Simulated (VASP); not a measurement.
# NaI (Fm-3m) in VASP: further runs

Runs on NaI. Level: PBE. Tasks: single point.

Everything below comes from runs of VASP 6.6.1. Logs are shortened: lines on timing, memory, paths and dates and some standing lists are left out, and cuts for length are marked.

## (1) The cell of the first run

Symmetry: Fm-3m, No. 225, cubic system. Conventional cell: a = 6.395 Å, b = 6.395 Å, c = 6.395 Å, α = 90.00°, β = 90.00°, γ = 90.00°. Within 4.2 Å of Na (site symmetry m-3m) lie 6 I at 3.20 Å. Within 4.2 Å of I (site symmetry m-3m) lie 6 Na at 3.20 Å.

## (2) Single point, PBE (32.69 Å³/atom)

File INCAR:

```
SYSTEM = NaI
PREC     = Accurate       ! precision mode
ENCUT    = 520            ! plane-wave cutoff, eV
EDIFF    = 1E-6           ! SCF threshold, eV
ISMEAR   = 0              ! smearing method
SIGMA    = 0.02           ! smearing width, eV
LREAL    = .False.        ! projectors in reciprocal space
LASPH    = .True.         ! aspherical terms in the spheres
NELM     = 100            ! most SCF steps
ALGO     = Normal         ! electronic algorithm
ISIF     = 2              ! what is computed and relaxed
LWAVE    = .False.        ! write WAVECAR
LCHARG   = .True.         ! write CHGCAR
GGA      = PE             ! functional
LELF     = .True.         ! ELF
LVHAR    = .True.       
NBANDS   = 14             ! bands
```

File KPOINTS:

```
regular mesh
0
Gamma
  6 6 6
  0 0 0
```

File POSCAR:

```
NaI
1.0
    0.0000000000      3.1974639972      3.1974639972
    3.1974639972      0.0000000000      3.1974639972
    3.1974639972      3.1974639972      0.0000000000
Na I
1 1
Direct
    0.0000000000      0.0000000000      0.0000000000
    0.5000000000      0.5000000000      0.5000000000
```

Potentials or basis: VASP PAW PBE potentials, release 64 (Na_pv, I).

Command:

```sh
> cat potpaw_PBE.64/Na_pv/POTCAR potpaw_PBE.64/I/POTCAR > POTCAR
> mpirun -np 1 vasp_std > vasp.out
```

OUTCAR:

```text
SYSTEM = NaI
   PREC = Accurate
   ENCUT = 520
   EDIFF = 1E-6
   ISMEAR = 0
   LREAL = .False.
   LASPH = .True.
   NELM = 100
   ISIF = 2
   GGA = PE

 ion  position               nearest neighbor table
   1  0.000  0.000  0.000-
   2  0.500  0.500  0.500-

  LATTYP: Found a face centered cubic cell.
 ALAT       =     6.3949279944

  Lattice vectors:

 A1 = (   0.0000000000,   3.1974639972,   3.1974639972)
 A2 = (   3.1974639972,   0.0000000000,   3.1974639972)
 A3 = (   3.1974639972,   3.1974639972,   0.0000000000)

Analysis of symmetry for initial positions (statically):
=====================================================================
 Subroutine PRICEL returns:
 Original cell was already a primitive cell.

 Routine SETGRP: Setting up the symmetry group for a
 face centered cubic supercell.

 Subroutine GETGRP returns: Found 48 space group operations
 (whereof 48 operations were pure point group operations)
 out of a pool of 48 trial point group operations.

The static configuration has the point symmetry O_h .

Analysis of symmetry for dynamics (positions and initial velocities):
=====================================================================
 Subroutine PRICEL returns:
 Original cell was already a primitive cell.

 Routine SETGRP: Setting up the symmetry group for a
 face centered cubic supercell.

 Subroutine GETGRP returns: Found 48 space group operations
 (whereof 48 operations were pure point group operations)
 out of a pool of 48 trial point group operations.

The dynamic configuration has the point symmetry O_h .

 Subroutine INISYM returns: Found 48 space group operations
 (whereof 48 operations are pure point group operations),
 and found     1 'primitive' translations

----------------------------------------------------------------------------------------

                                     Primitive cell

  volume of cell :      65.3803

  direct lattice vectors                    reciprocal lattice vectors
     0.000000000  3.197463997  3.197463997    -0.156373926  0.156373926  0.156373926
     3.197463997  0.000000000  3.197463997     0.156373926 -0.156373926  0.156373926
     3.197463997  3.197463997  0.000000000     0.156373926  0.156373926 -0.156373926

  length of vectors
     4.521896950  4.521896950  4.521896950     0.270847586  0.270847586  0.270847586

  position of ions in fractional coordinates (direct lattice)
     0.000000000  0.000000000  0.000000000
[... 79 lines left out ...]
   PSTRESS=    0.0 pullay stress
   NELECT =      14.0000    total number of electrons
   NUPDOWN=      -1.0000    fix difference up-down
   EMIN   =  10.00;   EMAX   =-10.00  energy-range for DOS
   EFERMI =   0.00;   METHOD = LEGACY
   ISMEAR =     0;   SIGMA  =   0.02  broadening in eV -4-tet -1-fermi 0-gaus
   EFERMI_NEDOS =   21; number of points for ismear=-14 and -15
   IALGO  =     38    algorithm
   IMIX   =      4    mixing-type and parameters
     AMIX     =   0.40;   BMIX     =  1.00
     AMIX_MAG =   1.60;   BMIX_MAG =  1.00
  volume/ion in A,a.u.               =      32.69       220.60
  Fermi-wavevector in a.u.,A,eV,Ry     =   0.979419  1.850833 13.051545  0.959262
  Thomas-Fermi vector in A             =   2.110271
   LORBIT       =      0    0 simple, 1 ext, 2 COOP (PROOUT), +10 PAW based schemes
   GGA     = PE    functional components
   LHFCALC =     F    Hartree Fock is set to
   AEXX    =    0.0000 exact exchange contribution
   IVDW    =     0    specifies the selected vdW correction
   LEPSILON=     F    determine dielectric tensor
   LRPA    =     F    only Hartree local field effects (RPA)
 non-spin polarized calculation
 Gauss-broadening in eV      SIGMA  =   0.02
  energy-cutoff  :      520.00
  volume of cell :       65.38
 maximum number of plane-waves:      1807
 NGX is ok and might be reduce to    36
   NGX = 17   NGY = 17   NGZ = 17

 number of electron      14.0000000 magnetization

 Free energy of the ion-electron system (eV)
  ---------------------------------------------------
  ext. energy  EPLUGINS =         0.00000000
  ---------------------------------------------------
  free energy    TOTEN  =        -5.37334587 eV

  energy without entropy =       -5.37334587  energy(sigma->0) =       -5.37334587

 E-fermi :   1.1514     XC(G=0):  -7.8520

 val. band max:        1.0650645703   @ k =   0.0000   0.0000   0.0000
 cond. band min:       4.8053159825   @ k =   0.0000   0.0000   0.0000
 fundamental gap:      3.7402514122
 Fermi energy:         1.1513571735

 k-point     1 :       0.0000    0.0000    0.0000
  band No.  band energies     occupation
      1     -21.3350      2.00000
      2     -21.3350      2.00000
      3     -21.3350      2.00000
      4     -10.0492      2.00000
      5       1.0651      2.00000
      6       1.0651      2.00000
      7       1.0651      2.00000
      8       4.8053      0.00000
      9       8.9934      0.00000
     10       8.9934      0.00000
     11       8.9934      0.00000
     12      10.8724      0.00000
     13      10.8724      0.00000
     14      11.5230      0.00000
[... 241 lines left out ...]
      1     -21.3390      2.00000
      2     -21.3377      2.00000
      3     -21.3371      2.00000
      4      -9.6066      2.00000
      5      -0.7117      2.00000
      6      -0.1143      2.00000
      7       0.1170      2.00000
      8       6.4827      0.00000
      9       7.5507      0.00000
     10       9.7438      0.00000
     11       9.8037      0.00000
     12      12.8910      0.00000
     13      13.7077      0.00000
     14      13.9034      0.00000

------------------------ aborting loop because EDIFF is reached ----------------------------------------

  FORCE on cell =-STRESS in cart. coord.  units (eV):
  Direction    XX          YY          ZZ          XY          YZ          ZX
  --------------------------------------------------------------------------------------
  -------------------------------------------------------------------------------------
  Total        0.4573852      0.4573852      0.4573852      0.0000000      0.0000000     -0.0000000
  in kB       11.2084534     11.2084534     11.2084534      0.0000000      0.0000000     -0.0000000
  external PRESSURE =      11.2084534 kB  Pullay stress =       0.0000000 kB

 VOLUME and BASIS-vectors are now :
 -----------------------------------------------------------------------------
  energy-cutoff  :      520.00
  volume of cell :       65.38
      direct lattice vectors                 reciprocal lattice vectors
     0.000000000  3.197463997  3.197463997    -0.156373926  0.156373926  0.156373926
     3.197463997  0.000000000  3.197463997     0.156373926 -0.156373926  0.156373926
     3.197463997  3.197463997  0.000000000     0.156373926  0.156373926 -0.156373926

 POSITION                                       TOTAL-FORCE (eV/Angst)
 -----------------------------------------------------------------------------------
      0.00000      0.00000      0.00000         0.000000     -0.000000     -0.000000
      3.19746      3.19746      3.19746        -0.000000      0.000000      0.000000
 -----------------------------------------------------------------------------------
    total drift:                                0.000000      0.000000      0.000000

  FREE ENERGIE OF THE ION-ELECTRON SYSTEM (eV)
  ---------------------------------------------------
  free  energy   TOTEN  =        -5.3733458726 eV

  energy  without entropy=       -5.3733458726  energy(sigma->0) =       -5.37334587
```

Wall time 26 s (1 thread of Intel Xeon 8259CL, shared host); peak memory 0.21 GiB.

What came out:

* Free energy: -5.3733 eV
* Pressure: 1.1 GPa
* Band gap on the k mesh: 3.74 eV

Caveat: spin-orbit coupling is left out, which moves the levels of the heavy elements. PBE gaps usually lie below the measured ones, often by a third to a half.

## (3) Single point, PBE

This run uses another cell than the first one, of 34.78 Å³/atom.

File INCAR:

```
PREC     = Accurate       # precision mode
ENCUT    = 520            # plane-wave cutoff, eV
EDIFF    = 1E-6           # SCF threshold, eV
ISMEAR   = 0              # smearing method
SIGMA    = 0.02           # smearing width, eV
LREAL    = False          # projectors in reciprocal space
LASPH    = True           # aspherical terms in the spheres
NELM     = 100            # most SCF steps
ALGO     = Normal         # electronic algorithm
ISIF     = 2              # what is computed and relaxed
LWAVE    = False          # write WAVECAR
LCHARG   = False          # write CHGCAR
GGA      = PE             # functional
NBANDS   = 14             # bands
```

File KPOINTS:

```
regular mesh
0
Gamma
  6 6 6
```

File POSCAR:

```
NaI
1.0
    0.0000000000      3.2640969168      3.2640969168
    3.2640969168      0.0000000000      3.2640969168
    3.2640969168      3.2640969168      0.0000000000
Na I
1 1
Direct
    0.0000000000      0.0000000000      0.0000000000
    0.5000000000      0.5000000000      0.5000000000
```

Potentials or basis: VASP PAW PBE potentials, release 64 (Na_pv, I).

Command:

```sh
> cat potpaw_PBE.64/Na_pv/POTCAR potpaw_PBE.64/I/POTCAR > POTCAR
> mpirun -np 1 vasp_std > vasp.out
```

It took 27 s on 1 thread of Intel Xeon 8259CL, shared host; peak memory 0.21 GiB.

Results (log left out):

```yaml
Free_energy: -5.3874 eV
Pressure: 0.0 GPa
Band_gap_on_the_k_mesh: 3.57 eV
```

Levels at points of the mesh, in eV from the valence-band top:
```csv
k point,band 4,band 5,band 6,band 7,band 8,band 9,band 10,band 11
"(0.00, 0.00, 0.00)",-10.95,0.00,0.00,0.00,3.57,7.93,7.93,7.93
"(0.50, 0.00, 0.00)",-10.66,-2.09,-0.27,-0.27,5.09,7.42,7.42,8.54
"(0.50, 0.50, 0.00)",-10.59,-1.82,-0.71,-0.71,4.47,5.60,9.71,11.15
```

Caveat: spin-orbit coupling is left out, which moves the levels of the heavy elements.

## (4) Single point, PBE (33.73 Å³/atom)

This run uses another cell than the first one, of 33.73 Å³/atom.

File INCAR:

```
SYSTEM = NaI
PREC = Accurate ; ENCUT = 520
EDIFF = 1E-6 ; ISMEAR = 0
SIGMA = 0.02 ; LREAL = .FALSE.
LASPH = .TRUE. ; NELM = 60
ALGO = Normal ; ISIF = 2
LWAVE = .FALSE. ; LCHARG = .FALSE.
GGA = PE ; NBANDS = 14
```

File KPOINTS:

```
Automatic mesh
0
G
  6 6 6
  0 0 0
```

File POSCAR:

```
NaI
1.0
    0.0000000000      3.2311239866      3.2311239866
    3.2311239866      0.0000000000      3.2311239866
    3.2311239866      3.2311239866      0.0000000000
Na I
1 1
Direct
    0.0000000000      0.0000000000      0.0000000000
    0.5000000000      0.5000000000      0.5000000000
```

Command:

```sh
> cat potpaw_PBE.64/Na_pv/POTCAR potpaw_PBE.64/I/POTCAR > POTCAR
> mpirun -np 1 vasp_std > vasp.out
```

Run time: 24 s. Hardware: 1 thread of Intel Xeon 8259CL, shared host; peak memory 0.21 GiB.

Results (log left out):

```yaml
Free_energy: -5.3839 eV
Pressure: 0.5 GPa
Band_gap_on_the_k_mesh: 3.65 eV
```

Levels at points of the mesh, in eV from the valence-band top:
| k point | band 3 | band 4 | band 5 | band 6 | band 7 | band 8 | band 9 | band 10 | band 11 | band 12 |
| --- | --- | --- | --- | --- | --- | --- | --- | --- | --- | --- |
| (0.00, 0.00, 0.00) | -22.43 | -11.03 | 0.00 | 0.00 | 0.00 | 3.65 | 7.93 | 7.93 | 7.93 | 9.76 |
| (0.50, 0.00, 0.00) | -22.43 | -10.71 | -2.20 | -0.28 | -0.28 | 5.09 | 7.45 | 7.45 | 8.77 | 10.32 |
| (0.50, 0.50, 0.00) | -22.44 | -10.63 | -1.92 | -0.75 | -0.75 | 4.50 | 5.55 | 9.90 | 11.33 | 11.33 |

Caveat: spin-orbit coupling is left out, which moves the levels of the heavy elements.

## (5) Single point, PBE (35.82 Å³/atom)

This run uses another cell than the first one, of 35.82 Å³/atom.

File INCAR:

```
PREC     = Accurate       # precision mode
ENCUT    = 520            # plane-wave cutoff, eV
EDIFF    = 1E-6           # SCF threshold, eV
ISMEAR   = 0              # smearing method
SIGMA    = 0.02           # smearing width, eV
LREAL    = False          # projectors in reciprocal space
LASPH    = True           # aspherical terms in the spheres
NELM     = 80             # most SCF steps
ALGO     = Normal         # electronic algorithm
ISIF     = 2              # what is computed and relaxed
LWAVE    = False          # write WAVECAR
LCHARG   = False          # write CHGCAR
GGA      = PE             # functional
NBANDS   = 14             # bands
```

File KPOINTS:

```
regular mesh
0
Gamma
  6 6 6
```

File POSCAR:

```
NaI
1.0
    0.0000000000      3.2964168100      3.2964168100
    3.2964168100      0.0000000000      3.2964168100
    3.2964168100      3.2964168100      0.0000000000
Na I
1 1
Direct
    0.0000000000      0.0000000000      0.0000000000
    0.5000000000      0.5000000000      0.5000000000
```

Command:

```sh
> cat potpaw_PBE.64/Na_pv/POTCAR potpaw_PBE.64/I/POTCAR > POTCAR
> mpirun -np 1 vasp_std > vasp.out
```

Wall time 30 s (1 thread of Intel Xeon 8259CL, shared host); peak memory 0.2 GiB.

Results (log left out):

* Free energy: -5.3850 eV
* Pressure: -0.4 GPa
* Band gap on the k mesh: 3.50 eV

Levels at points of the mesh, in eV from the valence-band top:
```csv
k point,band 4,band 5,band 6,band 7,band 8,band 9,band 10,band 11
"(0.00, 0.00, 0.00)",-10.88,0.00,0.00,0.00,3.50,7.92,7.92,7.92
"(0.50, 0.00, 0.00)",-10.62,-1.99,-0.25,-0.25,5.08,7.39,7.39,8.33
"(0.50, 0.50, 0.00)",-10.55,-1.73,-0.67,-0.67,4.45,5.65,9.53,10.97
```

Caveat: spin-orbit coupling is left out, which moves the levels of the heavy elements. As with any semilocal functional, this PBE gap is likely too small.

## (6) Single point, PBE (36.86 Å³/atom)

This run uses another cell than the first one, of 36.86 Å³/atom.

File INCAR:

```
PREC = Accurate
ENCUT = 520
EDIFF = 1E-7
ISMEAR = 0
SIGMA = 0.02
LREAL = F
LASPH = T
NELM = 100
ALGO = Normal
ISIF = 2
LWAVE = F
LCHARG = T
GGA = PE
LELF = T
LVHAR = T
NBANDS = 14
```

KPOINTS is that of step 5.

File POSCAR:

```
NaI
1.0
    0.0000000000      3.3281150700      3.3281150700
    3.3281150700      0.0000000000      3.3281150700
    3.3281150700      3.3281150700      0.0000000000
Na I
1 1
Direct
    0.0000000000      0.0000000000      0.0000000000
    0.5000000000      0.5000000000      0.5000000000
```

Potentials or basis: VASP PAW PBE potentials, release 64 (Na_pv, I).

Command:

```sh
> cat potpaw_PBE.64/Na_pv/POTCAR potpaw_PBE.64/I/POTCAR > POTCAR
> mpirun -np 1 vasp_std > vasp.out
```

Run time: 32 s. Hardware: 1 thread of Intel Xeon 8259CL, shared host; peak memory 0.21 GiB.

Results (log left out):

```yaml
Free_energy: -5.3775 eV
Pressure: -0.8 GPa
Band_gap_on_the_k_mesh: 3.43 eV
```

Levels at points of the mesh, in eV from the valence-band top:
```
           k point  band 5  band 6  band 7  band 8  band 9  band 10
(0.00, 0.00, 0.00)    0.00    0.00    0.00    3.43    7.92     7.92
(0.50, 0.00, 0.00)   -1.90   -0.23   -0.23    5.06    7.36     7.36
(0.50, 0.50, 0.00)   -1.64   -0.64   -0.64    4.42    5.69     9.35
```

Caveat: spin-orbit coupling is left out, which moves the levels of the heavy elements.

## (7) Summary

```tsv
cell	gap on the mesh (eV)	pressure (GPa)
a = 4.522 Å, angles 60.0°, 2 atoms	3.74	1.1
a = 4.616 Å, angles 60.0°, 2 atoms	3.57	0.0
a = 4.569 Å, angles 60.0°, 2 atoms	3.65	0.5
a = 4.662 Å, angles 60.0°, 2 atoms	3.50	-0.4
a = 4.707 Å, angles 60.0°, 2 atoms	3.43	-0.8
```

Alike in all rows: task single point; level PBE; potentials or basis VASP PAW PBE potentials, release 64 (Na_pv, I); no spin polarisation; k mesh 6 × 6 × 6; cutoff (eV) 520; smearing gaussian 0.02 eV.

Caveats: spin-orbit coupling is left out, which moves the levels of the heavy elements.

Total energies depend on the potentials used, so only differences within one code and one set of settings carry meaning.
